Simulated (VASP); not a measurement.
# GaGe (F-43m) in VASP: a series of runs

Runs on GaGe. Level: PBE. Tasks: electric field gradients, density of states.

All numbers are computed with VASP 6.6.1; they aren't measurements. Logs are shortened: lines on timing, memory, paths and dates and some standing lists are left out, and cuts for length are marked.

## (1) The cell of the first run

The structure is cubic, space group F-43m (No. 216). The conventional cell has a = 5.796 Å, b = 5.796 Å, c = 5.796 Å, α = 90.00°, β = 90.00°, γ = 90.00°. Within 3.3 Å of Ge (site symmetry -43m) lie 4 Ga at 2.51 Å. Within 3.3 Å of Ga (site symmetry -43m) lie 4 Ge at 2.51 Å.

## (2) Electric field gradients, PBE

Input file INCAR:

```
  PREC = Accurate
  ENCUT = 520
  EDIFF = 1E-8
  ISMEAR = -1
  SIGMA = 0.05
  LREAL = False
  LASPH = True
  NELM = 100
  ALGO = Normal
  ISIF = 2
  LWAVE = False
  LCHARG = False
  GGA = PE
  LEFG = True
  NBANDS = 20
```

Input file KPOINTS:

```
regular mesh
0
Gamma
  8 8 8
```

Input file POSCAR:

```
GaGe
1.0
    0.0000000000      2.8978440000      2.8978440000
    2.8978440000      0.0000000000      2.8978440000
    2.8978440000      2.8978440000      0.0000000000
Ge Ga
1 1
Direct
    0.0000000000      0.0000000000      0.0000000000
    0.2500000000      0.2500000000      0.2500000000
```

Potentials or basis: VASP PAW PBE potentials, release 64 (Ge_d, Ga_d).

Started as:

```
cat potpaw_PBE.64/Ge_d/POTCAR potpaw_PBE.64/Ga_d/POTCAR > POTCAR
mpirun -np 1 vasp_std > vasp.out
```

OUTCAR:

```text
PREC = Accurate
   ENCUT = 520
   EDIFF = 1E-8
   ISMEAR = -1
   LREAL = False
   LASPH = True
   NELM = 100
   ISIF = 2
   GGA = PE

 ion  position               nearest neighbor table
   1  0.000  0.000  0.000-   2 2.51   2 2.51   2 2.51   2 2.51
   2  0.250  0.250  0.250-   1 2.51   1 2.51   1 2.51   1 2.51

  LATTYP: Found a face centered cubic cell.
 ALAT       =     5.7956880000

  Lattice vectors:

 A1 = (   0.0000000000,   2.8978440000,   2.8978440000)
 A2 = (   2.8978440000,   0.0000000000,   2.8978440000)
 A3 = (   2.8978440000,   2.8978440000,   0.0000000000)

Analysis of symmetry for initial positions (statically):
=====================================================================
 Subroutine PRICEL returns:
 Original cell was already a primitive cell.

 Routine SETGRP: Setting up the symmetry group for a
 face centered cubic supercell.

 Subroutine GETGRP returns: Found 24 space group operations
 (whereof 24 operations were pure point group operations)
 out of a pool of 48 trial point group operations.

The static configuration has the point symmetry T_d .

Analysis of symmetry for dynamics (positions and initial velocities):
=====================================================================
 Subroutine PRICEL returns:
 Original cell was already a primitive cell.

 Routine SETGRP: Setting up the symmetry group for a
 face centered cubic supercell.

 Subroutine GETGRP returns: Found 24 space group operations
 (whereof 24 operations were pure point group operations)
 out of a pool of 48 trial point group operations.

The dynamic configuration has the point symmetry T_d .

 Subroutine INISYM returns: Found 24 space group operations
 (whereof 24 operations are pure point group operations),
 and found     1 'primitive' translations

----------------------------------------------------------------------------------------

                                     Primitive cell

  volume of cell :      48.6693

  direct lattice vectors                    reciprocal lattice vectors
     0.000000000  2.897844000  2.897844000    -0.172542069  0.172542069  0.172542069
     2.897844000  0.000000000  2.897844000     0.172542069 -0.172542069  0.172542069
     2.897844000  2.897844000  0.000000000     0.172542069  0.172542069 -0.172542069

  length of vectors
     4.098170286  4.098170286  4.098170286     0.298851630  0.298851630  0.298851630

  position of ions in fractional coordinates (direct lattice)
     0.000000000  0.000000000  0.000000000
     0.250000000  0.250000000  0.250000000

  ion indices of the primitive-cell ions
   primitive index   ion index
                 1           1
                 2           2

----------------------------------------------------------------------------------------

 KPOINTS: regular mesh

Automatic generation of k-mesh.
 Grid dimensions read from file:
 generate k-points for:    8    8    8

 Generating k-lattice:

  Cartesian coordinates                     Fractional coordinates (reciprocal lattice)
    -0.021567759  0.021567759  0.021567759     0.125000000  0.000000000  0.000000000
     0.021567759 -0.021567759  0.021567759     0.000000000  0.125000000  0.000000000
     0.021567759  0.021567759 -0.021567759     0.000000000  0.000000000  0.125000000

  Length of vectors
     0.037356454  0.037356454  0.037356454

  Shift w.r.t. Gamma in fractional coordinates (k-lattice)
     0.000000000  0.000000000  0.000000000

 Subroutine IBZKPT returns following result:
 ===========================================

 Found     29 irreducible k-points:

 Following reciprocal coordinates:
            Coordinates               Weight
  0.000000  0.000000  0.000000      1.000000
  0.125000  0.000000  0.000000      8.000000
  0.250000  0.000000  0.000000      8.000000
  0.375000  0.000000  0.000000      8.000000
  0.500000  0.000000  0.000000      4.000000
  0.125000  0.125000  0.000000      6.000000
[... 16 lines left out ...]
  0.500000  0.250000  0.125000     48.000000
 -0.375000  0.250000  0.125000     24.000000
 [... further k-points ...]
   k-points           NKPTS =     29   k-points in BZ     NKDIM =     29   number of bands    NBANDS=     20
   number of dos      NEDOS =    301   number of ions     NIONS =      2
   total plane-waves  NPLWV =  27000
   dimension x,y,z NGX =    30 NGY =   30 NGZ =   30
   dimension x,y,z NGXF=    60 NGYF=   60 NGZF=   60
   ions per type =               1   1
   NGX,Y,Z   is equivalent  to a cutoff of  12.17, 12.17, 12.17 a.u.
   NGXF,Y,Z  is equivalent  to a cutoff of  24.34, 24.34, 24.34 a.u.
 SYSTEM =  unknown system
   PREC   = accura    normal or accurate (medium, high low for compatibility)
   ISTART =      0    job   : 0-new  1-cont  2-samecut
   ICHARG =      2    charge: 1-file 2-atom 10-const
   ISPIN  =      1    spin polarized calculation?
   LNONCOLLINEAR =      F non collinear calculations
   LSORBIT =      F    spin-orbit coupling
   LASPH  =      T    aspherical Exc in radial PAW
   ENCUT  =  520.0 eV  38.22 Ry    6.18 a.u.   7.62  7.62  7.62*2*pi/ulx,y,z
   NELM   =    100;   NELMIN=  2; NELMDL= -5     # of ELM steps
   EDIFF  = 0.1E-07   stopping-criterion for ELM
   LREAL  =      F    real-space projection
   EDIFFG = 0.1E-06   stopping-criterion for IOM
   NSW    =      0    number of steps for IOM
   IBRION =     -1    ionic relax: 0-MD 1-quasi-New 2-CG
   NFREE  =      0    steps in history (QN), initial steepest desc. (CG)
   ISIF   =      2    stress and relaxation
   ISYM   =      2    0-nonsym 1-usesym 2-fastsym
   POTIM  = 0.5000    time-step for ionic-motion
   TEBEG  =    0.0;   TEEND  =   0.0 temperature during run
   PSTRESS=    0.0 pullay stress
   NELECT =      27.0000    total number of electrons
   NUPDOWN=      -1.0000    fix difference up-down
   EMIN   =  10.00;   EMAX   =-10.00  energy-range for DOS
   EFERMI =   0.00;   METHOD = LEGACY
   ISMEAR =    -1;   SIGMA  =   0.05  broadening in eV -4-tet -1-fermi 0-gaus
   EFERMI_NEDOS =   21; number of points for ismear=-14 and -15
   IALGO  =     38    algorithm
   IMIX   =      4    mixing-type and parameters
     AMIX     =   0.40;   BMIX     =  1.00
     AMIX_MAG =   1.60;   BMIX_MAG =  1.00
  volume/ion in A,a.u.               =      24.33       164.22
  Fermi-wavevector in a.u.,A,eV,Ry     =   1.345172  2.542006 24.619567  1.809487
  Thomas-Fermi vector in A             =   2.473106
   LORBIT       =      0    0 simple, 1 ext, 2 COOP (PROOUT), +10 PAW based schemes
   GGA     = PE    functional components
   LHFCALC =     F    Hartree Fock is set to
   AEXX    =    0.0000 exact exchange contribution
   IVDW    =     0    specifies the selected vdW correction
   LEPSILON=     F    determine dielectric tensor
   LRPA    =     F    only Hartree local field effects (RPA)
 non-spin polarized calculation
  energy-cutoff  :      520.00
  volume of cell :       48.67
 maximum number of plane-waves:      1363
   NGX = 15   NGY = 15   NGZ = 15

 number of electron      26.9999991 magnetization

 Free energy of the ion-electron system (eV)
  ---------------------------------------------------
  ext. energy  EPLUGINS =         0.00000000
  ---------------------------------------------------
  free energy    TOTEN  =        -7.09931321 eV

  energy without entropy =       -7.09078121  energy(sigma->0) =       -7.09504721

 E-fermi :   3.0682     XC(G=0):  -9.5541

 val. band max:        2.8280581775   @ k =   0.2500   0.2500   0.0000
 cond. band min:       3.1069739327   @ k =   0.3750   0.1250   0.0000
 fundamental gap:      0.2789157552
 Fermi energy:         3.0681769990

 k-point     1 :       0.0000    0.0000    0.0000
  band No.  band energies     occupation
      1     -20.8816      2.00000
      2     -20.8816      2.00000
      3     -20.8816      2.00000
      4     -20.8622      2.00000
      5     -20.8622      2.00000
      6     -11.2812      2.00000
[... 12 lines left out ...]
     19      10.7627      0.00000
     20      13.8230      0.00000

 k-point     2 :       0.1250    0.0000    0.0000
  band No.  band energies     occupation
      1     -20.8816      2.00000
      2     -20.8812      2.00000
      3     -20.8812      2.00000
      4     -20.8621      2.00000
      5     -20.8621      2.00000
      6     -11.2851      2.00000
[... 12 lines left out ...]
     19      11.7174      0.00000
     20      12.8616      0.00000
[... 465 lines left out ...]
      3     -20.8781      2.00000
      4     -20.8623      2.00000
      5     -20.8606      2.00000
      6     -11.3108      2.00000
[... 12 lines left out ...]
     19      13.4710      0.00000
     20      14.1742      0.00000

 k-point    24 :      -0.3750    0.2500    0.1250
  band No.  band energies     occupation
      1     -20.8811      2.00000
      2     -20.8796      2.00000
      3     -20.8777      2.00000
      4     -20.8620      2.00000
      5     -20.8607      2.00000
      6     -11.3128      2.00000
[... 12 lines left out ...]
     19      12.1582      0.00000
     20      14.9917      0.00000

 [... further k-points ...]
[... 5 lines left out ...]
  --------------------------------------------------------------------------------------
  -------------------------------------------------------------------------------------
  Total        0.0854267      0.0854267      0.0854267      0.0000000      0.0000000     -0.0000000
  in kB        2.8122205      2.8122205      2.8122205      0.0000000      0.0000000     -0.0000000
  external PRESSURE =       2.8122205 kB  Pullay stress =       0.0000000 kB

 VOLUME and BASIS-vectors are now :
 -----------------------------------------------------------------------------
  energy-cutoff  :      520.00
  volume of cell :       48.67
      direct lattice vectors                 reciprocal lattice vectors
     0.000000000  2.897844000  2.897844000    -0.172542069  0.172542069  0.172542069
     2.897844000  0.000000000  2.897844000     0.172542069 -0.172542069  0.172542069
     2.897844000  2.897844000  0.000000000     0.172542069  0.172542069 -0.172542069

 POSITION                                       TOTAL-FORCE (eV/Angst)
 -----------------------------------------------------------------------------------
      0.00000      0.00000      0.00000         0.000000      0.000000      0.000000
      1.44892      1.44892      1.44892        -0.000000     -0.000000     -0.000000
 -----------------------------------------------------------------------------------
    total drift:                               -0.000000     -0.000000     -0.000000

  FREE ENERGIE OF THE ION-ELECTRON SYSTEM (eV)
  ---------------------------------------------------
  free  energy   TOTEN  =        -7.0993132147 eV

  energy  without entropy=       -7.0907812107  energy(sigma->0) =       -7.09504721

 Electric field gradients (V/A^2)
---------------------------------------------------------------------
 ion       V_xx      V_yy      V_zz      V_xy      V_xz      V_yz
---------------------------------------------------------------------
   1       0.000     0.000    -0.000     0.004     0.004     0.004
   2      -0.000    -0.000     0.000     0.001     0.001     0.001
---------------------------------------------------------------------

 Electric field gradients after diagonalization (V/A^2)
 (convention: |V_zz| > |V_xx| > |V_yy|)
----------------------------------------------------------------------
 ion       V_xx      V_yy      V_zz     asymmetry (V_yy - V_xx)/ V_zz
----------------------------------------------------------------------
   1      -0.004    -0.004     0.009       0.000
   2      -0.001    -0.001     0.002       0.000
----------------------------------------------------------------------

           NMR quadrupolar parameters

 Cq : quadrupolar parameter    Cq=e*Q*V_zz/h
 eta: asymmetry parameters     (V_yy - V_xx)/ V_zz
 Q  : nuclear electric quadrupole moment in mb (millibarn)
----------------------------------------------------------------------
 ion       Cq(MHz)       eta       Q (mb)
----------------------------------------------------------------------
   1       0.000       0.000       1.000
   2       0.000       0.000       1.000
----------------------------------------------------------------------
```

Run time: 15 s. Hardware: 1 thread of Intel Xeon Platinum 8559C (Emerald Rapids), shared host; peak memory 0.18 GiB.

Results:

| Item | Value |
| --- | --- |
| Free energy | -7.0993 eV |
| Pressure | 0.3 GPa |

Levels at points of the mesh, in eV from the Fermi level:
| k point | band 10 | band 11 | band 12 | band 13 | band 14 | band 15 | band 16 | band 17 | band 18 | band 19 |
| --- | --- | --- | --- | --- | --- | --- | --- | --- | --- | --- |
| (0.00, 0.00, 0.00) | -14.29 | -10.53 | 1.69 | 1.69 | 1.69 | 2.06 | 4.37 | 4.37 | 4.37 | 7.69 |
| (0.50, 0.00, 0.00) | -14.29 | -8.58 | -5.37 | 0.38 | 0.38 | 2.06 | 5.35 | 5.35 | 8.20 | 11.43 |
| (0.50, 0.50, 0.00) | -14.28 | -7.52 | -5.81 | -1.25 | -1.25 | 2.33 | 2.43 | 11.02 | 11.02 | 12.24 |

Caveat: without QUAD_EFG the Cq values of the log hold for a quadrupole moment of 1 mb, not for the nuclei.

## (3) Density of states, PBE

POSCAR is that of step 2.

Input file INCAR.step1:

```
PREC = Accurate ; ENCUT = 520
EDIFF = 1E-7 ; ISMEAR = -1
SIGMA = 0.05 ; LREAL = False
LASPH = True ; NELM = 80
ALGO = Normal ; ISIF = 2
LWAVE = False ; LCHARG = True
GGA = PE ; NBANDS = 20
```

Input file KPOINTS.step1:

```
Automatic mesh
0
Gamma
  8 8 8
```

Input file INCAR.step2:

```
PREC = Accurate ; ENCUT = 520
EDIFF = 1E-7 ; ISMEAR = -5
SIGMA = 0.05 ; LREAL = False
LASPH = True ; NELM = 80
ALGO = Normal ; ISIF = 2
LWAVE = False ; LCHARG = False
GGA = PE ; LORBIT = 11
NBANDS = 20 ; NEDOS = 1001
ICHARG = 11
```

Input file KPOINTS.step2:

```
Automatic mesh
0
Gamma
  12 12 12
```

Potentials or basis: VASP PAW PBE potentials, release 64 (Ge_d, Ga_d).

Started as:

```
cat potpaw_PBE.64/Ge_d/POTCAR potpaw_PBE.64/Ga_d/POTCAR > POTCAR
cp INCAR.step1 INCAR
cp KPOINTS.step1 KPOINTS
mpirun -np 1 vasp_std > vasp.out
cp INCAR.step2 INCAR
cp KPOINTS.step2 KPOINTS
mpirun -np 1 vasp_std > vasp.out
```

It took 33 s on 1 thread of Intel Xeon Platinum 8559C (Emerald Rapids), shared host; peak memory 0.2 GiB.

It converged, with:

- Valence electrons inside the program's atomic spheres: Ge 12.31; Ga 11.64

Levels at points of the mesh, in eV from the Fermi level:
| k point | band 12 | band 13 | band 14 | band 15 | band 16 | band 17 |
| --- | --- | --- | --- | --- | --- | --- |
| (0.00, 0.00, 0.00) | 1.73 | 1.73 | 1.73 | 2.11 | 4.41 | 4.41 |
| (0.50, 0.00, 0.00) | -5.32 | 0.43 | 0.43 | 2.11 | 5.40 | 5.40 |
| (0.50, 0.50, 0.00) | -5.76 | -1.20 | -1.20 | 2.38 | 2.48 | 11.07 |

Caveat: tetrahedron occupations give inexact forces and stress in metals.
